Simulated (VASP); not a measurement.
# ZnS in VASP: single point with r2SCAN

Aim: the single point of ZnS with r2SCAN.

All numbers are computed with VASP 6.6.1; they aren't measurements. Logs are shortened: lines on timing, memory, paths and dates and some standing lists are left out, and cuts for length are marked.

**1. The cell of the first run**

The typed cell holds 2 atoms: a = 3.810 Å, b = 3.812 Å, c = 3.811 Å, α = 59.98°, β = 60.01°, γ = 59.97°.

**2. Single point, r2SCAN**

POSCAR reads:

```
ZnS
1.0
    0.0012193241      2.6929271276      2.6946017073
    2.6960221737      0.0002083245      2.6956127068
    2.6959898462      2.6939057995      0.0002406521
Zn S
1 1
Direct
   -0.0004018308      0.0000620307      0.0001634823
    0.7504018308      0.7499379693      0.7498365177
```

INCAR.step1 reads:

```
PREC = Accurate
ENCUT = 520
ISMEAR = 0
SIGMA = 0.05
LREAL = False
LASPH = True
NELM = 80
NBANDS = 16
GGA = PE
ALGO = Normal
EDIFF = 1E-4
LWAVE = True
LCHARG = False
```

INCAR.step2 reads:

```
PREC = Accurate
ENCUT = 520
EDIFF = 1E-6
ISMEAR = 0
SIGMA = 0.05
LREAL = False
LASPH = True
NELM = 80
ALGO = Normal
ISIF = 2
LWAVE = False
LCHARG = False
METAGGA = R2SCAN
LMIXTAU = True
NBANDS = 16
ISTART = 1
```

KPOINTS reads:

```
regular mesh
0
Gamma
  8 8 8
```

Potentials or basis: VASP PAW PBE potentials, release 64 (Zn, S).

Launch:

```console
$ cat potpaw_PBE.64/Zn/POTCAR potpaw_PBE.64/S/POTCAR > POTCAR
$ cp INCAR.step1 INCAR
$ mpirun -np 1 vasp_std > vasp.out
$ cp INCAR.step2 INCAR
$ mpirun -np 1 vasp_std > vasp.out
```

OUTCAR:

```text
PREC = Accurate
   ENCUT = 520
   EDIFF = 1E-6
   ISMEAR = 0
   LREAL = False
   LASPH = True
   NELM = 80
   ISIF = 2
   METAGGA = R2SCAN
   ISTART = 1

 ion  position               nearest neighbor table
   1  1.000  0.000  0.000-   2 2.33   2 2.33   2 2.33   2 2.34
   2  0.750  0.750  0.750-   1 2.33   1 2.33   1 2.33   1 2.34

  LATTYP: Found a triclinic cell.
 ALAT       =     6.5989467741
 B/A-ratio  =     0.5774630291
 C/A-ratio  =     0.8169171773
 COS(alpha) =     0.0000170636
 COS(beta)  =     0.4082886487
 COS(gamma) =     0.8660220995

  Lattice vectors:

 A1 = (  -2.6948351771,   5.3864162781,  -2.6963830542)
 A2 = (  -0.0000323275,   2.6936974750,  -2.6953720547)
 A3 = (  -5.3907926958,  -0.0011869964,  -0.0012516516)

Analysis of symmetry for initial positions (statically):
=====================================================================
 Subroutine PRICEL returns:
 Original cell was already a primitive cell.

 Routine SETGRP: Setting up the symmetry group for a
 triclinic supercell.

 Subroutine GETGRP returns: Found  1 space group operations
 (whereof  1 operations were pure point group operations)
 out of a pool of  2 trial point group operations.

The static configuration has the point symmetry C_1 .

Analysis of symmetry for dynamics (positions and initial velocities):
=====================================================================
 Subroutine PRICEL returns:
 Original cell was already a primitive cell.

 Routine SETGRP: Setting up the symmetry group for a
 triclinic supercell.

 Subroutine GETGRP returns: Found  1 space group operations
 (whereof  1 operations were pure point group operations)
 out of a pool of  2 trial point group operations.

The dynamic configuration has the point symmetry C_1 .

 Subroutine INISYM returns: Found  1 space group operations
 (whereof  1 operations are pure point group operations),
 and found     1 'primitive' translations

----------------------------------------------------------------------------------------

                                     Primitive cell

  volume of cell :      39.1287

  direct lattice vectors                    reciprocal lattice vectors
     0.001219324  2.692927128  2.694601707    -0.185585461  0.185712452  0.185599299
     2.696022174  0.000208325  2.695612707     0.185499295 -0.185659368  0.185460049
     2.695989846  2.693905799  0.000240652     0.185503694  0.185577601 -0.185546214

  length of vectors
     3.809558552  3.812461602  3.811232053     0.321524770  0.321363998  0.321369047

  position of ions in fractional coordinates (direct lattice)
     0.999598169  0.000062031  0.000163482
     0.750401831  0.749937969  0.749836518

  ion indices of the primitive-cell ions
   primitive index   ion index
                 1           1
                 2           2

----------------------------------------------------------------------------------------

 KPOINTS: regular mesh

Automatic generation of k-mesh.
 Grid dimensions read from file:
 generate k-points for:    8    8    8

 Generating k-lattice:

  Cartesian coordinates                     Fractional coordinates (reciprocal lattice)
    -0.023198183  0.023214057  0.023199912     0.125000000 -0.000000000 -0.000000000
     0.023187412 -0.023207421  0.023182506     0.000000000  0.125000000 -0.000000000
     0.023187962  0.023197200 -0.023193277     0.000000000  0.000000000  0.125000000

  Length of vectors
     0.040190596  0.040170500  0.040171131

  Shift w.r.t. Gamma in fractional coordinates (k-lattice)
     0.000000000  0.000000000  0.000000000

 Subroutine IBZKPT returns following result:
 ===========================================

 Found    260 irreducible k-points:

 Following reciprocal coordinates:
            Coordinates               Weight
  0.000000  0.000000  0.000000      1.000000
  0.125000  0.000000  0.000000      2.000000
  0.250000  0.000000  0.000000      2.000000
  0.375000 -0.000000  0.000000      2.000000
  0.500000  0.000000  0.000000      1.000000
  0.000000  0.125000 -0.000000      2.000000
[... 16 lines left out ...]
  0.125000  0.375000 -0.000000      2.000000
  0.250000  0.375000 -0.000000      2.000000
 [... further k-points ...]
   k-points           NKPTS =    260   k-points in BZ     NKDIM =    260   number of bands    NBANDS=     16
   number of dos      NEDOS =    301   number of ions     NIONS =      2
   total plane-waves  NPLWV =  21952
   dimension x,y,z NGX =    28 NGY =   28 NGZ =   28
   dimension x,y,z NGXF=    56 NGYF=   56 NGZF=   56
   ions per type =               1   1
   NGX,Y,Z   is equivalent  to a cutoff of  12.22, 12.21, 12.21 a.u.
   NGXF,Y,Z  is equivalent  to a cutoff of  24.44, 24.42, 24.43 a.u.
 SYSTEM =  unknown system
   PREC   = accura    normal or accurate (medium, high low for compatibility)
   ISTART =      1    job   : 0-new  1-cont  2-samecut
   ICHARG =      0    charge: 1-file 2-atom 10-const
   ISPIN  =      1    spin polarized calculation?
   LNONCOLLINEAR =      F non collinear calculations
   LSORBIT =      F    spin-orbit coupling
   LASPH  =      T    aspherical Exc in radial PAW
   ENCUT  =  520.0 eV  38.22 Ry    6.18 a.u.   7.08  7.09  7.09*2*pi/ulx,y,z
   NELM   =     80;   NELMIN=  2; NELMDL=  0     # of ELM steps
   EDIFF  = 0.1E-05   stopping-criterion for ELM
   LREAL  =      F    real-space projection
   EDIFFG = 0.1E-04   stopping-criterion for IOM
   NSW    =      0    number of steps for IOM
   IBRION =     -1    ionic relax: 0-MD 1-quasi-New 2-CG
   NFREE  =      0    steps in history (QN), initial steepest desc. (CG)
   ISIF   =      2    stress and relaxation
   ISYM   =      2    0-nonsym 1-usesym 2-fastsym
   POTIM  = 0.5000    time-step for ionic-motion
   TEBEG  =    0.0;   TEEND  =   0.0 temperature during run
   PSTRESS=    0.0 pullay stress
   NELECT =      18.0000    total number of electrons
   NUPDOWN=      -1.0000    fix difference up-down
   EMIN   =  10.00;   EMAX   =-10.00  energy-range for DOS
   EFERMI =   0.00;   METHOD = LEGACY
   ISMEAR =     0;   SIGMA  =   0.05  broadening in eV -4-tet -1-fermi 0-gaus
   EFERMI_NEDOS =   21; number of points for ismear=-14 and -15
   IALGO  =     38    algorithm
   IMIX   =      4    mixing-type and parameters
     AMIX     =   0.40;   BMIX     =  1.00
     AMIX_MAG =   1.60;   BMIX_MAG =  1.00
  volume/ion in A,a.u.               =      19.56       132.03
  Fermi-wavevector in a.u.,A,eV,Ry     =   1.263767  2.388173 21.729961  1.597107
  Thomas-Fermi vector in A             =   2.397107
   LORBIT       =      0    0 simple, 1 ext, 2 COOP (PROOUT), +10 PAW based schemes
   METAGGA = R2SCAN    functional components
   LHFCALC =     F    Hartree Fock is set to
   AEXX    =    0.0000 exact exchange contribution
   IVDW    =     0    specifies the selected vdW correction
   LEPSILON=     F    determine dielectric tensor
   LRPA    =     F    only Hartree local field effects (RPA)
 non-spin polarized calculation
 Gauss-broadening in eV      SIGMA  =   0.05
  energy-cutoff  :      520.00
  volume of cell :       39.13
 maximum number of plane-waves:      1067
   NGX = 15   NGY = 15   NGZ = 15

 number of electron      18.0000006 magnetization

 Free energy of the ion-electron system (eV)
  ---------------------------------------------------
  ext. energy  EPLUGINS =         0.00000000
  ---------------------------------------------------
  free energy    TOTEN  =       -18.86621253 eV

  energy without entropy =      -18.86621253  energy(sigma->0) =      -18.86621253

 E-fermi :   2.1836     XC(G=0): -10.3260

 val. band max:        1.9130705313   @ k =   0.0000   0.0000   0.0000
 cond. band min:       4.6220584889   @ k =   0.0000   0.0000   0.0000
 fundamental gap:      2.7089879576
 Fermi energy:         2.1835925994

 k-point     1 :       0.0000    0.0000    0.0000
  band No.  band energies     occupation
      1     -11.8262      2.00000
      2      -4.6251      2.00000
      3      -4.6246      2.00000
      4      -4.6219      2.00000
      5      -4.0674      2.00000
      6      -4.0672      2.00000
[... 8 lines left out ...]
     15      14.2285      0.00000
     16      14.4986      0.00000

 k-point     2 :       0.1250    0.0000    0.0000
  band No.  band energies     occupation
      1     -11.7050      2.00000
      2      -4.6189      2.00000
      3      -4.6026      2.00000
      4      -4.6021      2.00000
      5      -4.0689      2.00000
      6      -4.0688      2.00000
[... 8 lines left out ...]
     15      13.6132      0.00000
     16      15.2989      0.00000

 k-point     3 :       0.2500    0.0000    0.0000
  band No.  band energies     occupation
      1     -11.3886      2.00000
      2      -4.5653      2.00000
      3      -4.5528      2.00000
      4      -4.5523      2.00000
      5      -4.0656      2.00000
      6      -4.0656      2.00000
[... 8 lines left out ...]
     15      13.4211      0.00000
     16      14.7229      0.00000

 k-point     4 :       0.3750   -0.0000    0.0000
  band No.  band energies     occupation
      1     -11.0298      2.00000
      2      -4.5121      2.00000
      3      -4.5116      2.00000
      4      -4.3335      2.00000
      5      -4.0490      2.00000
      6      -4.0487      2.00000
[... 8 lines left out ...]
     15      14.6109      0.00000
     16      14.6138      0.00000

 k-point     5 :       0.5000    0.0000    0.0000
  band No.  band energies     occupation
      1     -10.8651      2.00000
      2      -4.4987      2.00000
      3      -4.4981      2.00000
      4      -4.0372      2.00000
      5      -4.0368      2.00000
      6      -3.8658      2.00000
[... 8 lines left out ...]
     15      15.9905      0.00000
     16      15.9961      0.00000

 k-point     6 :       0.0000    0.1250   -0.0000
  band No.  band energies     occupation
      1     -11.7051      2.00000
      2      -4.6212      2.00000
      3      -4.6024      2.00000
      4      -4.5999      2.00000
      5      -4.0690      2.00000
      6      -4.0689      2.00000
[... 8 lines left out ...]
     15      13.6130      0.00000
     16      15.2984      0.00000

 k-point     7 :       0.1250    0.1250   -0.0000
  band No.  band energies     occupation
      1     -11.6647      2.00000
      2      -4.6423      2.00000
      3      -4.5834      2.00000
      4      -4.5809      2.00000
      5      -4.0843      2.00000
      6      -4.0556      2.00000
[... 8 lines left out ...]
     15      14.4364      0.00000
     16      15.8461      0.00000

 k-point     8 :       0.2500    0.1250    0.0000
  band No.  band energies     occupation
      1     -11.4125      2.00000
      2      -4.6293      2.00000
      3      -4.5310      2.00000
      4      -4.5275      2.00000
      5      -4.0924      2.00000
      6      -4.0450      2.00000
[... 8 lines left out ...]
     15      14.4273      0.00000
     16      16.2725      0.00000

 k-point     9 :       0.3750    0.1250   -0.0000
  band No.  band energies     occupation
      1     -11.0624      2.00000
      2      -4.5437      2.00000
      3      -4.4830      2.00000
      4      -4.4146      2.00000
      5      -4.0672      2.00000
      6      -4.0332      2.00000
[... 8 lines left out ...]
     15      15.2531      0.00000
     16      15.6386      0.00000
[... 172 lines left out ...]
 k-point    19 :      -0.3750    0.2500   -0.0000
  band No.  band energies     occupation
      1     -10.6880      2.00000
      2      -4.4924      2.00000
      3      -4.3996      2.00000
      4      -4.1259      2.00000
      5      -4.0549      2.00000
      6      -3.8481      2.00000
[... 8 lines left out ...]
     15      14.2416      0.00000
     16      17.9950      0.00000

 k-point    20 :      -0.2500    0.2500   -0.0000
  band No.  band energies     occupation
      1     -10.8922      2.00000
      2      -4.4873      2.00000
      3      -4.4556      2.00000
      4      -4.3141      2.00000
      5      -4.0829      2.00000
      6      -4.0080      2.00000
[... 8 lines left out ...]
     15      16.0107      0.00000
     16      17.3889      0.00000

 k-point    21 :      -0.1250    0.2500    0.0000
  band No.  band energies     occupation
      1     -11.1825      2.00000
      2      -4.5234      2.00000
      3      -4.5202      2.00000
      4      -4.4921      2.00000
      5      -4.0834      2.00000
      6      -4.0364      2.00000
[... 8 lines left out ...]
     15      14.9658      0.00000
     16      15.9165      0.00000

 k-point    22 :       0.0000    0.3750   -0.0000
  band No.  band energies     occupation
      1     -11.0303      2.00000
      2      -4.5106      2.00000
      3      -4.5096      2.00000
      4      -4.3360      2.00000
      5      -4.0494      2.00000
      6      -4.0488      2.00000
[... 8 lines left out ...]
     15      14.6023      0.00000
     16      14.6184      0.00000

 k-point    23 :       0.1250    0.3750   -0.0000
  band No.  band energies     occupation
      1     -11.0629      2.00000
      2      -4.5425      2.00000
      3      -4.4819      2.00000
      4      -4.4154      2.00000
      5      -4.0677      2.00000
      6      -4.0335      2.00000
[... 8 lines left out ...]
     15      15.2461      0.00000
     16      15.6464      0.00000

 k-point    24 :       0.2500    0.3750   -0.0000
  band No.  band energies     occupation
      1     -10.9564      2.00000
      2      -4.6195      2.00000
      3      -4.4056      2.00000
      4      -4.3876      2.00000
      5      -4.0732      2.00000
      6      -4.0156      2.00000
[... 8 lines left out ...]
     15      15.6889      0.00000
     16      18.1298      0.00000

 [... further k-points ...]
[... 5 lines left out ...]
  --------------------------------------------------------------------------------------
  -------------------------------------------------------------------------------------
  Total        0.0052272      0.0124569      0.0065946      0.0017120     -0.0026757     -0.0017980
  in kB        0.2140346      0.5100657      0.2700254      0.0700983     -0.1095609     -0.0736202
  external PRESSURE =       0.3313752 kB  Pullay stress =       0.0000000 kB

 VOLUME and BASIS-vectors are now :
 -----------------------------------------------------------------------------
  energy-cutoff  :      520.00
  volume of cell :       39.13
      direct lattice vectors                 reciprocal lattice vectors
     0.001219324  2.692927128  2.694601707    -0.185585461  0.185712452  0.185599299
     2.696022174  0.000208325  2.695612707     0.185499295 -0.185659368  0.185460049
     2.695989846  2.693905799  0.000240652     0.185503694  0.185577601 -0.185546214

 POSITION                                       TOTAL-FORCE (eV/Angst)
 -----------------------------------------------------------------------------------
      0.00183      2.69229      2.69369        -0.005150      0.004058      0.007191
      4.04432      4.04092      4.04376         0.005150     -0.004058     -0.007191
 -----------------------------------------------------------------------------------
    total drift:                                0.001365     -0.001151     -0.001679

  FREE ENERGIE OF THE ION-ELECTRON SYSTEM (eV)
  ---------------------------------------------------
  free  energy   TOTEN  =       -18.8662125269 eV

  energy  without entropy=      -18.8662125269  energy(sigma->0) =      -18.86621253
```

Wall time 7 min (1 thread of AMD EPYC 7R13 (Zen 3), shared host); peak memory 0.25 GiB.

Results:

```
Free energy            : -18.8662 eV
Pressure               : 0.0 GPa
Largest force          : 0.010 eV/Å
Band gap on the k mesh : 2.71 eV
```

Forces on the atoms (eV/Å):
```
Zn  -0.005  0.004  0.007
S    0.005 -0.004 -0.007
```

Levels at points of the mesh, in eV from the valence-band top:
```tsv
k point	band 7	band 8	band 9	band 10	band 11	band 12
(0.00, 0.00, 0.00)	-0.01	-0.01	0.00	2.71	6.89	6.89
(0.50, 0.00, 0.00)	-5.45	-0.91	-0.90	3.82	7.37	7.38
(0.00, 0.50, 0.00)	-5.46	-0.91	-0.90	3.83	7.38	7.39
(0.50, 0.50, 0.00)	-4.65	-2.32	-2.31	3.71	4.48	11.82
(0.00, 0.00, 0.50)	-5.46	-0.91	-0.90	3.83	7.38	7.39
(0.50, 0.00, 0.50)	-4.65	-2.32	-2.32	3.70	4.47	11.83
(0.00, 0.50, 0.50)	-4.65	-2.32	-2.31	3.71	4.48	11.82
(0.50, 0.50, 0.50)	-5.46	-0.91	-0.90	3.83	7.38	7.39
```

Caveat: the PAW data sets were made with another functional, which shifts forces and pressure a little.
